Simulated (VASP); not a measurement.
Input of a VASP 6.6.1 run:

The input INCAR:

```
PREC = Accurate
ENCUT = 520
EDIFF = 1E-6
ISMEAR = 0
SIGMA = 0.01
LREAL = F
LASPH = T
NELM = 150
ALGO = Normal
ISIF = 2
LWAVE = F
LCHARG = T
MAGMOM = 0 0 0 0 0 0 0 0 0 0 0 0
LORBIT = 11
LSORBIT = T
GGA_COMPAT = F
LORBMOM = T
GGA = PS
LVHAR = T
NBANDS = 50
```

File KPOINTS:

```
regular mesh
0
Gamma
  5 5 3
```

Contents of POSCAR:

```
ZnSe
1.0
    4.1077020000      0.0000000000      0.0000000000
    0.0000000000      4.1077020000      0.0000000000
    0.0000000000      0.0000000000      6.0703500000
Zn Se
2 2
Direct
    0.0000000000      0.0000000000      0.0000000000
    0.5000000000      0.5000000000      0.0000000000
    0.0000000000      0.5000000000      0.2462800000
    0.5000000000      0.0000000000      0.7537200000
```

Potentials or basis: VASP PAW PBE potentials, release 64 (Zn, Se).

The run is started by

```bash
$ cat potpaw_PBE.64/Zn/POTCAR potpaw_PBE.64/Se/POTCAR > POTCAR
$ mpirun -np 1 vasp_ncl > vasp.out
```

Question: What does it give for the net moment?

Answer: 0.00 μB per cell.

Question: Predict the largest force.

Answer: 0.351 eV/Å.

Question: What does it give for the pressure?

Answer: -2.5 GPa.

Forces on the atoms (eV/Å):
```
Zn   0.000  0.000  0.000
Zn   0.000  0.000  0.000
Se   0.000  0.000 -0.351
Se   0.000  0.000  0.351
```

Caveat: the PAW data sets were made with another functional, which shifts forces and pressure a little.
